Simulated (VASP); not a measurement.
**TeW: single point with PBE**

The system is TeW.

```xyz
2
Lattice="0.0000 3.0116 3.0116 3.0116 0.0000 3.0116 3.0116 3.0116 0.0000" Properties=species:S:1:pos:R:3 pbc="T T T"
Te    0.0000    0.0000    0.0000
W     4.5175    4.5175    4.5175
```

```
Program             : VASP 6.6.1
Task                : single point
Functional          : PBE
Potentials or basis : VASP PAW PBE potentials, release 64 (Te, W_sv)
Cutoff              : 500 eV
k mesh              : 6 × 6 × 6
Occupations         : gaussian, width 0.1 eV
Spin                : no spin polarisation
```

| Property | Result |
| --- | --- |
| Pressure | 4.0 GPa |
| Band gap on the k mesh | zero (band 10 reaches 6.79 eV, above the bottom of band 11 at 6.62 eV) |

Levels at points of the mesh, in eV from the Fermi level:
```
           k point  band 8  band 9  band 10  band 11  band 12  band 13
(0.00, 0.00, 0.00)   -4.07   -0.29    -0.29     1.76     4.85     4.85
(0.50, 0.00, 0.00)   -3.75   -0.15    -0.03    -0.03     2.41     2.41
(0.50, 0.50, 0.00)   -3.20   -1.26    -0.47     0.30     0.80     0.80
```

It took 9.7 s on 1 thread of Intel(R) Xeon(R) Platinum 8259CL CPU @ 2.50GHz (Skylake/Cascade Lake), with other jobs on the host, peak memory 0.17 GiB.

Caveat: spin-orbit coupling is left out, which moves the levels of the heavy elements.
